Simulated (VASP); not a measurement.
# ZnCu2SnS4 (I-4) in VASP: a series of runs, part 2 of 2

VASP 6.6.1. Earlier steps stand in the parts before.

## (3) Relaxation of cell and atoms, PBE

This run uses another cell than the first one, of 18.66 Å³/atom.

INCAR reads:

```
PREC = Accurate
ENCUT = 600
EDIFF = 1E-6
ISMEAR = -1
SIGMA = 0.02
LREAL = False
LASPH = True
NELM = 100
ALGO = Normal
ISIF = 3
LWAVE = False
LCHARG = False
GGA = PE
IBRION = 2
NSW = 80
EDIFFG = -0.005
```

KPOINTS reads:

```
Automatic mesh
0
Gamma
  6 6 6
```

POSCAR reads:

```
ZnCu2SnS4
1.0
   -2.6523760042      2.6523760042      5.3047520083
    2.6523760042     -2.6523760042      5.3047520083
    2.6523760042      2.6523760042     -5.3047520083
Cu Zn Sn S
2 1 1 4
Direct
    0.0000000000      0.0000000000      0.0000000000
    0.7500000000      0.2500000000      0.5000000000
    0.2500000000      0.7500000000      0.5000000000
    0.5000000000      0.5000000000      0.0000000000
    0.1170000000      0.6170000000      0.9900000000
    0.3830000000      0.3730000000      0.5000000000
    0.6270000000      0.1270000000      0.0100000000
    0.8730000000      0.8830000000      0.5000000000
```

Potentials or basis: VASP PAW PBE potentials, release 64 (Cu, Zn, Sn_d, S).

The run is started by

```bash
$ cat potpaw_PBE.64/Cu/POTCAR potpaw_PBE.64/Zn/POTCAR potpaw_PBE.64/Sn_d/POTCAR potpaw_PBE.64/S/POTCAR > POTCAR
$ mpirun -np 1 vasp_std > vasp.out
```

OUTCAR:

```text
PREC = Accurate
   ENCUT = 600
   EDIFF = 1E-6
   ISMEAR = -1
   LREAL = False
   LASPH = True
   NELM = 100
   ISIF = 3
   GGA = PE
   IBRION = 2
   NSW = 80
   EDIFFG = -0.005

 ion  position               nearest neighbor table
   1  0.000  0.000  0.000-   7 2.32   8 2.32   6 2.32   5 2.32
   2  0.750  0.250  0.500-   5 2.25   6 2.25   8 2.25   7 2.25
   3  0.250  0.750  0.500-   5 2.31   7 2.31   8 2.31   6 2.31
   4  0.500  0.500  0.000-   7 2.32   6 2.32   8 2.32   5 2.32
   5  0.117  0.617  0.990-   2 2.25   3 2.31   1 2.32   4 2.32
   6  0.383  0.373  0.500-   2 2.25   3 2.31   4 2.32   1 2.32
   7  0.627  0.127  0.010-   2 2.25   3 2.31   4 2.32   1 2.32
   8  0.873  0.883  0.500-   2 2.25   3 2.31   1 2.32   4 2.32

  LATTYP: Found a body centered tetragonal cell.
 ALAT       =     5.3047520084
 C/A-ratio  =     2.0000000000

  Lattice vectors:

 A1 = (  -2.6523760042,   2.6523760042,   5.3047520083)
 A2 = (   2.6523760042,  -2.6523760042,   5.3047520083)
 A3 = (   2.6523760042,   2.6523760042,  -5.3047520083)

Analysis of symmetry for initial positions (statically):
=====================================================================
 Subroutine PRICEL returns:
 Original cell was already a primitive cell.

 Routine SETGRP: Setting up the symmetry group for a
 body centered tetragonal supercell.

 Subroutine GETGRP returns: Found  4 space group operations
 (whereof  4 operations were pure point group operations)
[... 175 lines left out ...]
  free energy    TOTEN  =       -31.96966162 eV

  energy without entropy =      -31.96966162  energy(sigma->0) =      -31.96966162

 E-fermi :   5.9895     XC(G=0): -10.1180

 val. band max:        5.6185472086   @ k =   0.0000   0.0000   0.0000
 cond. band min:       6.3913774327   @ k =   0.0000   0.0000   0.0000
 fundamental gap:      0.7728302241
 Fermi energy:         5.9894822811

 k-point     1 :       0.0000    0.0000    0.0000
  band No.  band energies     occupation
      1     -16.7774      2.00000
      2     -16.7766      2.00000
      3     -16.7766      2.00000
      4     -16.6385      2.00000
      5     -16.6246      2.00000
      6      -9.4986      2.00000
[... 1214 lines left out ...]
  FREE ENERGIE OF THE ION-ELECTRON SYSTEM (eV)
  ---------------------------------------------------
  free  energy   TOTEN  =       -32.5605747025 eV

  energy  without entropy=      -32.5605281265  energy(sigma->0) =      -32.56055141

[... ionic steps 4 to 14 ...]

--------------------------------------- Ionic step       15  -------------------------------------------

 number of electron      71.9999986 magnetization

------------------------ aborting loop because EDIFF is reached ----------------------------------------
[... 79 lines left out ...]
--------------------------------------- Ionic step       17  -------------------------------------------

 number of electron      71.9999986 magnetization

 Free energy of the ion-electron system (eV)
  ---------------------------------------------------
  ext. energy  EPLUGINS =         0.00000000
  ---------------------------------------------------
  free energy    TOTEN  =       -32.59679076 eV

  energy without entropy =      -32.59663098  energy(sigma->0) =      -32.59671087

 E-fermi :   4.7114     XC(G=0):  -9.6861

 val. band max:        4.6705079100   @ k =   0.0000   0.0000   0.0000
 cond. band min:       4.7492686837   @ k =   0.0000   0.0000   0.0000
 fundamental gap:      0.0787607738
 Fermi energy:         4.7114439496

 k-point     1 :       0.0000    0.0000    0.0000
  band No.  band energies     occupation
      1     -17.5803      2.00000
      2     -17.5766      2.00000
      3     -17.5766      2.00000
      4     -17.5094      2.00000
      5     -17.5048      2.00000
      6      -9.7004      2.00000
[... 1130 lines left out ...]
  FREE ENERGIE OF THE ION-ELECTRON SYSTEM (eV)
  ---------------------------------------------------
  free  energy   TOTEN  =       -32.5967907551 eV

  energy  without entropy=      -32.5966309757  energy(sigma->0) =      -32.59671087

 reached required accuracy - stopping structural energy minimisation
```

OSZICAR:

```text
N       E                     dE             d eps       ncg     rms          rms(c)
DAV:   1     0.780367191893E+03    0.78037E+03   -0.35464E+04  3104   0.243E+03
DAV:   2     0.108272262303E+03   -0.67209E+03   -0.65559E+03  3104   0.581E+02
DAV:   3    -0.229708476496E+02   -0.13124E+03   -0.12825E+03  3710   0.237E+02
[... 154 lines left out ...]
DAV:   1    -0.325968018914E+02   -0.22240E-04   -0.99682E-04  3279   0.182E-01    0.312E-02
DAV:   2    -0.325967969003E+02    0.49911E-05   -0.74035E-05  4821   0.992E-02    0.185E-02
DAV:   3    -0.325967927193E+02    0.41810E-05   -0.15491E-05  4056   0.121E-01    0.112E-02
DAV:   4    -0.325967908667E+02    0.18526E-05   -0.93625E-06  2942   0.102E-01    0.374E-03
DAV:   5    -0.325967907551E+02    0.11153E-06   -0.12698E-06  1761   0.305E-02
  17 F= -.32596791E+02 E0= -.32596711E+02  d E =-.111034E-04
```

It took 2 h on 1 thread of Intel Xeon Platinum 8375C at 2.90GHz (Ice Lake), shared host; peak memory 0.63 GiB.

What came out:

| Quantity | Value |
| --- | --- |
| Free energy | -32.5968 eV |
| Relaxed volume | 20.47 Å³/atom |
| Relaxed cell | a = 6.698 Å, b = 6.698 Å, c = 6.698 Å, α = 131.78°, β = 131.78°, γ = 70.58° |
| Space group after relaxing (to 0.1 Å) | I-4 (No. 82) |
| Energy gained by relaxing | 78.4 meV/atom |
| Ionic steps | 17 |
| Pressure after relaxing | 0.0 GPa |
| Largest force after relaxing | 0.003 eV/Å |
| Band gap on the k mesh | 0.08 eV |

Forces on the atoms (eV/Å):
```
Cu   0.000  0.000  0.000
Cu   0.000  0.000  0.000
Zn   0.000  0.000  0.000
Sn   0.000  0.000  0.000
S   -0.001  0.001 -0.003
S    0.001  0.001  0.003
S    0.001 -0.001 -0.003
S   -0.001 -0.001  0.003
```

The path:
| step | energy change (eV) | largest force (eV/Å) | pressure (GPa) | volume (Å³) |
| --- | --- | --- | --- | --- |
| 1 | 0.0000 | 1.5276 | 9.65 | 149.28 |
| 2 | -0.4780 | 0.1743 | -3.82 | 174.90 |
| 3 | -0.5909 | 0.3529 | -0.59 | 166.05 |
| 4 | -0.6141 | 0.2227 | -0.35 | 164.82 |
| 5 | -0.6194 | 0.1222 | 0.70 | 161.88 |
| 6 | -0.6261 | 0.0506 | 0.28 | 163.13 |
| 7 | -0.6269 | 0.0246 | -0.12 | 164.00 |
| 8 | -0.6269 | 0.0262 | -0.04 | 163.80 |
| 9 | -0.6271 | 0.0102 | -0.01 | 163.74 |
| 10 | -0.6271 | 0.0021 | 0.05 | 163.70 |
| 11 | -0.6271 | 0.0112 | -0.05 | 163.88 |
| 12 | -0.6271 | 0.0051 | 0.01 | 163.75 |
| 13 | -0.6271 | 0.0056 | -0.07 | 163.75 |
| 14 | -0.6271 | 0.0044 | 0.05 | 163.75 |
| 15 | -0.6271 | 0.0065 | -0.03 | 163.75 |
| 16 | -0.6271 | 0.0052 | 0.00 | 163.75 |
| 17 | -0.6271 | 0.0032 | 0.00 | 163.75 |

Final structure:
```cif
data_structure
_symmetry_space_group_name_H-M 'P 1'
_symmetry_Int_Tables_number 1
_cell_length_a 6.6985
_cell_length_b 6.6985
_cell_length_c 6.6985
_cell_angle_alpha 131.780
_cell_angle_beta 131.780
_cell_angle_gamma 70.577
_cell_volume 163.75
loop_
_atom_site_label
_atom_site_type_symbol
_atom_site_fract_x
_atom_site_fract_y
_atom_site_fract_z
_atom_site_occupancy
Cu1 Cu 0.00000 0.00000 0.00000 1
Cu2 Cu 0.75000 0.25000 0.50000 1
Zn1 Zn 0.25000 0.75000 0.50000 1
Sn1 Sn 0.50000 0.50000 0.00000 1
S1 S 0.10512 0.62876 0.99233 1
S2 S 0.37124 0.36357 0.47635 1
S3 S 0.63643 0.11278 0.00767 1
S4 S 0.88722 0.89488 0.52365 1
```

Levels at points of the mesh, in eV from the valence-band top:
```tsv
k point	band 32	band 33	band 34	band 35	band 36	band 37	band 38	band 39	band 40	band 41
(0.00, 0.00, 0.00)	-1.58	-1.41	-0.06	-0.06	0.00	0.08	1.97	2.68	3.65	3.65
(0.50, 0.00, 0.00)	-1.27	-1.15	-1.08	-0.99	-0.49	1.45	3.05	3.23	4.03	4.11
(0.50, 0.50, 0.00)	-1.23	-0.79	-0.69	-0.49	-0.39	0.51	2.23	3.06	4.00	4.21
(0.50, 0.50, 0.50)	-1.10	-1.10	-1.09	-0.83	-0.83	1.18	2.02	2.02	2.32	3.17
```

Caveat: spin-orbit coupling is left out, which moves the levels of the heavy elements. A k mesh can miss the band edges.
